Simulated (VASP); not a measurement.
Input of a VASP 6.6.1 run:

The input POSCAR:

```
SnO2
1.0
    0.0000000000      2.5334669704      2.4898913385
    2.5334669704      0.0000000000      2.4898913385
    2.5334669704      2.5334669704      0.0000000000
Sn O
1 2
Direct
    0.0000000000      0.0000000000      0.0000000000
    0.2500000000      0.2500000000      0.2500000000
    0.7500000000      0.7500000000      0.7500000000
```

File INCAR.step1:

```
PREC     = Accurate       # precision mode
ENCUT    = 1480           # plane-wave cutoff, eV
ISMEAR   = 0              # smearing method
SIGMA    = 0.01           # smearing width, eV
LREAL    = False          # projectors in reciprocal space
LASPH    = True           # aspherical terms in the spheres
NELM     = 120            # most SCF steps
NBANDS   = 20             # bands
GGA      = PE             # functional
ALGO     = Normal         # electronic algorithm
EDIFF    = 1E-5           # SCF threshold, eV
LWAVE    = True           # write WAVECAR
LCHARG   = False          # write CHGCAR
GGA_COMPAT= False
```

The input INCAR.step2:

```
PREC     = Accurate       # precision mode
ENCUT    = 1480           # plane-wave cutoff, eV
EDIFF    = 1E-6           # SCF threshold, eV
ISMEAR   = 0              # smearing method
SIGMA    = 0.01           # smearing width, eV
LREAL    = False          # projectors in reciprocal space
LASPH    = True           # aspherical terms in the spheres
NELM     = 120            # most SCF steps
ALGO     = Normal         # electronic algorithm
ISIF     = 2              # what is computed and relaxed
LWAVE    = False          # write WAVECAR
LCHARG   = False          # write CHGCAR
METAGGA  = R2SCAN         # meta-GGA
LMIXTAU  = True         
NBANDS   = 20             # bands
ISTART   = 1            
GGA_COMPAT= False
```

The input KPOINTS:

```
regular mesh
0
Gamma
  8 8 8
```

Potentials or basis: VASP PAW PBE potentials, release 64 (Sn_d, O_h).

Launch:

```bash
$ cat potpaw_PBE.64/Sn_d/POTCAR potpaw_PBE.64/O_h/POTCAR > POTCAR
$ cp INCAR.step1 INCAR
$ mpirun -np 1 vasp_std > vasp.out
$ cp INCAR.step2 INCAR
$ mpirun -np 1 vasp_std > vasp.out
```

Predict the band gap on the k mesh.

0.97 eV (least direct gap 2.30 eV).

What does it give for the pressure?

5.4 GPa.

Stress tensor (GPa, compression positive):
```
 2.46  0.00  0.00
 0.00  2.46  0.00
 0.00  0.00 11.25
```

Caveat: the cell differs from its parent crystal (uniaxial z strain -1.7%); the stress differs along the axes, from 2 to 11 GPa; the structure was generated, so it needn't be the stable form of SnO2; the PAW data sets were made with another functional, which shifts forces and pressure a little; spin-orbit coupling is left out, which moves the levels of the heavy elements. A k mesh can miss the band edges.
